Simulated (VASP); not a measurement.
# Al (P6_3/mmc) in VASP: notebook

Runs on Al. Level: PBEsol. Tasks: single point.

All numbers are computed with VASP 6.6.1; they aren't measurements. Logs are shortened: lines on timing, memory, paths and dates and some standing lists are left out, and cuts for length are marked.

### 1 The cell of the first run

It takes space group P6_3/mmc (No. 194, hexagonal). Conventional cell: a = 2.770 Å, b = 2.770 Å, c = 4.267 Å, α = 90.00°, β = 90.00°, γ = 120.00°. Al (site symmetry -6m2) has 12 Al at 2.67 to 2.77 Å within 3.5 Å.

### 2 Single point, PBEsol

The input, INCAR:

```
SYSTEM = Al
  ALGO = Fast
  EDIFF = 1E-7
  ENCUT = 520
  GGA = PS
  ISIF = 2
  ISMEAR = 0
  LASPH = .TRUE.
  LCHARG = .FALSE.
  LREAL = .FALSE.
  LWAVE = .FALSE.
  NBANDS = 10
  NELM = 100
  PREC = Accurate
  SIGMA = 0.15
```

The input, KPOINTS:

```
k-points
0
G
  18 18 10
  0 0 0
```

The input, POSCAR:

```
Al
1.0
    2.7699000000      0.0000000000      0.0000000000
   -1.3849500000      2.3988037660      0.0000000000
    0.0000000000      0.0000000000      4.2672000000
Al
2
Direct
    0.6666666667      0.3333333333      0.7500000000
    0.3333333333      0.6666666667      0.2500000000
```

Potentials or basis: VASP PAW PBE potentials, release 64 (Al).

Command:

```sh
$ cat potpaw_PBE.64/Al/POTCAR > POTCAR
$ mpirun -np 1 vasp_std > vasp.out
```

OUTCAR:

```text
SYSTEM = Al
   EDIFF = 1E-7
   ENCUT = 520
   GGA = PS
   ISIF = 2
   ISMEAR = 0
   LASPH = .TRUE.
   LREAL = .FALSE.
   NELM = 100
   PREC = Accurate

 ion  position               nearest neighbor table
   1  0.667  0.333  0.750-   2 2.67   2 2.67   2 2.67   2 2.67   2 2.67   2 2.67
   2  0.333  0.667  0.250-   1 2.67   1 2.67   1 2.67   1 2.67   1 2.67   1 2.67

  LATTYP: Found a hexagonal cell.
 ALAT       =     2.7699000000
 C/A-ratio  =     1.5405610311

  Lattice vectors:

 A1 = (   2.7699000000,   0.0000000000,   0.0000000000)
 A2 = (  -1.3849500000,   2.3988037660,   0.0000000000)
 A3 = (   0.0000000000,   0.0000000000,   4.2672000000)

Analysis of symmetry for initial positions (statically):
=====================================================================
 Subroutine PRICEL returns:
 Original cell was already a primitive cell.

 Routine SETGRP: Setting up the symmetry group for a
 hexagonal supercell.

 Subroutine GETGRP returns: Found 24 space group operations
 (whereof 12 operations were pure point group operations)
 out of a pool of 24 trial point group operations.

The static configuration has the point symmetry D_3d.
 The point group associated with its full space group is D_6h.

Analysis of symmetry for dynamics (positions and initial velocities):
=====================================================================
 Subroutine PRICEL returns:
 Original cell was already a primitive cell.

 Routine SETGRP: Setting up the symmetry group for a
 hexagonal supercell.

 Subroutine GETGRP returns: Found 24 space group operations
 (whereof 12 operations were pure point group operations)
 out of a pool of 24 trial point group operations.

The dynamic configuration has the point symmetry D_3d.
 The point group associated with its full space group is D_6h.

 Subroutine INISYM returns: Found 24 space group operations
 (whereof 12 operations are pure point group operations),
 and found     1 'primitive' translations

----------------------------------------------------------------------------------------

                                     Primitive cell

  volume of cell :      28.3532

  direct lattice vectors                    reciprocal lattice vectors
     2.769900000  0.000000000  0.000000000     0.361023864  0.208437225  0.000000000
    -1.384950000  2.398803766  0.000000000     0.000000000  0.416874450  0.000000000
     0.000000000  0.000000000  4.267200000     0.000000000  0.000000000  0.234345707

  length of vectors
     2.769900000  2.769900000  4.267200000     0.416874450  0.416874450  0.234345707

  position of ions in fractional coordinates (direct lattice)
[... 89 lines left out ...]
   PSTRESS=    0.0 pullay stress
   NELECT =       6.0000    total number of electrons
   NUPDOWN=      -1.0000    fix difference up-down
   EMIN   =  10.00;   EMAX   =-10.00  energy-range for DOS
   EFERMI =   0.00;   METHOD = LEGACY
   ISMEAR =     0;   SIGMA  =   0.15  broadening in eV -4-tet -1-fermi 0-gaus
   EFERMI_NEDOS =   21; number of points for ismear=-14 and -15
   IALGO  =     68    algorithm
   IMIX   =      4    mixing-type and parameters
     AMIX     =   0.40;   BMIX     =  1.00
     AMIX_MAG =   1.60;   BMIX_MAG =  1.00
  volume/ion in A,a.u.               =      14.18        95.67
  Fermi-wavevector in a.u.,A,eV,Ry     =   0.975569  1.843558 12.949138  0.951735
  Thomas-Fermi vector in A             =   2.106119
   LORBIT       =      0    0 simple, 1 ext, 2 COOP (PROOUT), +10 PAW based schemes
   GGA     = PS    functional components
   LHFCALC =     F    Hartree Fock is set to
   AEXX    =    0.0000 exact exchange contribution
   IVDW    =     0    specifies the selected vdW correction
   LEPSILON=     F    determine dielectric tensor
   LRPA    =     F    only Hartree local field effects (RPA)
 non-spin polarized calculation
 RMM-DIIS sequential band-by-band and
 Gauss-broadening in eV      SIGMA  =   0.15
  energy-cutoff  :      520.00
  volume of cell :       28.35
 maximum number of plane-waves:       780
 NGX is ok and might be reduce to    24
   NGX = 11   NGY = 11   NGZ = 15

 number of electron       6.0000000 magnetization

 Free energy of the ion-electron system (eV)
  ---------------------------------------------------
  ext. energy  EPLUGINS =         0.00000000
  ---------------------------------------------------
  free energy    TOTEN  =        -7.91042596 eV

  energy without entropy =       -7.90182493  energy(sigma->0) =       -7.90612544

 E-fermi :   9.6193     XC(G=0): -10.8235

 val. band max:        9.6153430347   @ k =   0.3889   0.1111   0.0000
 cond. band min:       9.6197872344   @ k =   0.3333   0.1111   0.4000
 fundamental gap:      0.0044441997
 Fermi energy:         9.6193022922

 k-point     1 :       0.0000    0.0000    0.0000
  band No.  band energies     occupation
      1      -2.6002      2.00000
      2       4.8111      2.00000
      3       5.7885      2.00000
      4      20.4558      0.00000
      5      20.4558      0.00000
      6      20.6474      0.00000
      7      20.6474      0.00000
      8      22.9189      0.00000
      9      24.3930      0.00000
     10      26.0703      0.00000
[... 287 lines left out ...]
 k-point    24 :       0.3889    0.1111    0.0000
  band No.  band energies     occupation
      1       2.5936      2.00000
      2       5.2701      2.00000
      3       9.6153      1.02978
      4      10.6210      0.00000
      5      12.0391      0.00000
      6      12.3327      0.00000
      7      14.4578      0.00000
      8      18.8965      0.00000
      9      20.3984      0.00000
     10      20.4707      0.00000

 [... further k-points ...]

------------------------ aborting loop because EDIFF is reached ----------------------------------------

  FORCE on cell =-STRESS in cart. coord.  units (eV):
  Direction    XX          YY          ZZ          XY          YZ          ZX
  --------------------------------------------------------------------------------------
  -------------------------------------------------------------------------------------
  Total        2.2313853      2.2313853      3.8282615      0.0000000      0.0000000      0.0000000
  in kB      126.0907825    126.0907826    216.3268215      0.0000000      0.0000000      0.0000000
  external PRESSURE =     156.1694622 kB  Pullay stress =       0.0000000 kB

 VOLUME and BASIS-vectors are now :
 -----------------------------------------------------------------------------
  energy-cutoff  :      520.00
  volume of cell :       28.35
      direct lattice vectors                 reciprocal lattice vectors
     2.769900000  0.000000000  0.000000000     0.361023864  0.208437225  0.000000000
    -1.384950000  2.398803766  0.000000000     0.000000000  0.416874450  0.000000000
     0.000000000  0.000000000  4.267200000     0.000000000  0.000000000  0.234345707

 POSITION                                       TOTAL-FORCE (eV/Angst)
 -----------------------------------------------------------------------------------
      1.38495      0.79960      3.20040         0.000000      0.000000      0.000000
     -0.00000      1.59920      1.06680        -0.000000     -0.000000      0.000000
 -----------------------------------------------------------------------------------
    total drift:                                0.000000     -0.000000     -0.000000

  FREE ENERGIE OF THE ION-ELECTRON SYSTEM (eV)
  ---------------------------------------------------
  free  energy   TOTEN  =        -7.9104259556 eV

  energy  without entropy=       -7.9018249291  energy(sigma->0) =       -7.90612544
```

stdout:

```text
POSCAR found type information on POSCAR Al
 POSCAR found :  1 types and       2 ions
 scaLAPACK will be used
 -----------------------------------------------------------------------------
|                                                                             |
|                                                                             |
|     You enforced a specific xc type in the INCAR file but a different       |
|     I HOPE YOU KNOW WHAT YOU ARE DOING!                                     |
|                                                                             |
 -----------------------------------------------------------------------------

 LDA part: xc-table for (Slater+PW92), standard interpolation
 POSCAR, INCAR and KPOINTS ok, starting setup
 FFT: planning ... GRIDC
 FFT: planning ... GRID_SOFT
 FFT: planning ... GRID
 WAVECAR not read
 entering main loop
```

Run time: 20 s. Hardware: 1 thread of Intel Xeon 6975P-C (Granite Rapids), shared host; peak memory 0.17 GiB.

Results:

| Item | Value |
| --- | --- |
| Free energy | -7.9104 eV |
| Pressure | 15.6 GPa |
| Band gap on the k mesh | zero (band 3 reaches 15.00 eV, above the bottom of band 4 at 6.10 eV) |

Caveat: the PAW data sets were made with another functional, which shifts forces and pressure a little.

### 3 Single point, PBEsol

This run uses another cell than the first one, of 14.33 Å³/atom, 1.011 times its volume.

The input, INCAR:

```
PREC = Accurate
ENCUT = 520
EDIFF = 1E-6
ISMEAR = 0
SIGMA = 0.15
LREAL = False
LASPH = True
NELM = 60
ALGO = Fast
ISIF = 2
LWAVE = False
LCHARG = False
GGA = PS
NBANDS = 10
```

The input, KPOINTS:

```
regular mesh
0
Gamma
  18 18 10
```

The input, POSCAR:

```
Al
1.0
    2.6502000000      0.0000000000      0.0000000000
   -1.3251000000      2.2951405251      0.0000000000
    0.0000000000      0.0000000000      4.7125000000
Al
2
Direct
    0.6666666667      0.3333333333      0.7500000000
    0.3333333333      0.6666666667      0.2500000000
```

Potentials or basis: VASP PAW PBE potentials, release 64 (Al).

Command:

```sh
$ cat potpaw_PBE.64/Al/POTCAR > POTCAR
$ mpirun -np 1 vasp_std > vasp.out
```

Run time: 18 s. Hardware: 1 thread of Intel Xeon 6975P-C (Granite Rapids), shared host; peak memory 0.17 GiB.

It converged, with:

* Free energy: -7.9266 eV
* Pressure: 14.8 GPa
* Band gap on the k mesh: zero (band 3 reaches 13.17 eV, above the bottom of band 4 at 6.33 eV)

Stress tensor (GPa, compression positive):
```
18.33  0.00  0.00
 0.00 18.33  0.00
 0.00  0.00  7.66
```

Levels at points of the mesh, in eV from the Fermi level:
```tsv
k point	band 1	band 2	band 3	band 4	band 5	band 6	band 7
(0.00, 0.00, 0.00)	-12.11	-5.63	-5.61	11.30	12.95	12.95	13.13
(0.50, 0.00, 0.00)	-5.40	-5.25	0.62	0.66	1.21	1.58	7.48
(0.00, 0.00, 0.50)	-10.46	-10.46	2.12	2.12	13.74	13.74	13.74
(0.50, 0.00, 0.50)	-4.22	-4.22	-3.14	-3.14	7.58	7.58	8.50
```

Caveat: the PAW data sets were made with another functional, which shifts forces and pressure a little.

### 4 Single point, PBEsol

This run uses another cell than the first one, of 14.30 Å³/atom, 1.009 times its volume.

The input, INCAR:

```
ALGO     = Fast           # electronic algorithm
EDIFF    = 1E-7           # SCF threshold, eV
ENCUT    = 520            # plane-wave cutoff, eV
GGA      = PS             # functional
ISIF     = 2              # what is computed and relaxed
ISMEAR   = 0              # smearing method
LASPH    = True           # aspherical terms in the spheres
LCHARG   = False          # write CHGCAR
LREAL    = False          # projectors in reciprocal space
LWAVE    = False          # write WAVECAR
NBANDS   = 10             # bands
NELM     = 100            # most SCF steps
PREC     = Accurate       # precision mode
SIGMA    = 0.15           # smearing width, eV
```

The input, KPOINTS:

```
k-points
0
Gamma
  18 18 10
```

The input, POSCAR:

```
Al
1.0
    2.6901000000      0.0000000000      0.0000000000
   -1.3450500000      2.3296949387      0.0000000000
    0.0000000000      0.0000000000      4.5641000000
Al
2
Direct
    0.6666666667      0.3333333333      0.7500000000
    0.3333333333      0.6666666667      0.2500000000
```

Command:

```sh
$ cat potpaw_PBE.64/Al/POTCAR > POTCAR
$ mpirun -np 1 vasp_std > vasp.out
```

Run time: 20 s. Hardware: 1 thread of Intel Xeon 6975P-C (Granite Rapids), shared host; peak memory 0.17 GiB.

Results (log left out):

| Quantity | Value |
| --- | --- |
| Free energy | -7.9579 eV |
| Pressure | 14.1 GPa |
| Band gap on the k mesh | zero (band 3 reaches 13.56 eV, above the bottom of band 4 at 6.22 eV) |

Stress tensor (GPa, compression positive):
```
15.07  0.00  0.00
 0.00 15.07  0.00
 0.00  0.00 12.23
```

Levels at points of the mesh, in eV from the Fermi level:
```tsv
k point	band 1	band 2	band 3	band 4	band 5	band 6	band 7	band 8
(0.00, 0.00, 0.00)	-12.16	-5.41	-5.08	12.22	12.29	12.29	12.45	12.45
(0.50, 0.00, 0.00)	-5.59	-5.53	0.57	1.05	1.22	1.84	6.81	8.73
(0.00, 0.00, 0.50)	-10.40	-10.40	2.97	2.97	13.14	13.14	13.14	13.14
(0.50, 0.00, 0.50)	-4.33	-4.33	-3.30	-3.30	7.78	7.78	8.28	8.28
```

Caveat: the PAW data sets were made with another functional, which shifts forces and pressure a little.

### 5 Summary

```tsv
cell	further INCAR settings	gap on the mesh (eV)	pressure (GPa)
a = 2.770, b = 2.770, c = 4.267 Å, angles 90.0, 90.0, 120.0°, 2 atoms	ALGO = Fast; EDIFF = 1e-07; NBANDS = 10	none	15.6
a = 2.650, b = 2.650, c = 4.713 Å, angles 90.0, 90.0, 120.0°, 2 atoms	ALGO = Fast; EDIFF = 1e-06; NBANDS = 10	none	14.8
a = 2.690, b = 2.690, c = 4.564 Å, angles 90.0, 90.0, 120.0°, 2 atoms	ALGO = Fast; EDIFF = 1e-07; NBANDS = 10	none	14.1
```

Alike in all rows: task single point; level PBEsol; potentials or basis VASP PAW PBE potentials, release 64 (Al); no spin polarisation; k mesh 18 × 18 × 10; cutoff (eV) 520; smearing gaussian 0.15 eV.

Caveats: the PAW data sets were made with another functional, which shifts forces and pressure a little.

Total energies depend on the potentials used, so only differences within one code and one set of settings carry meaning.
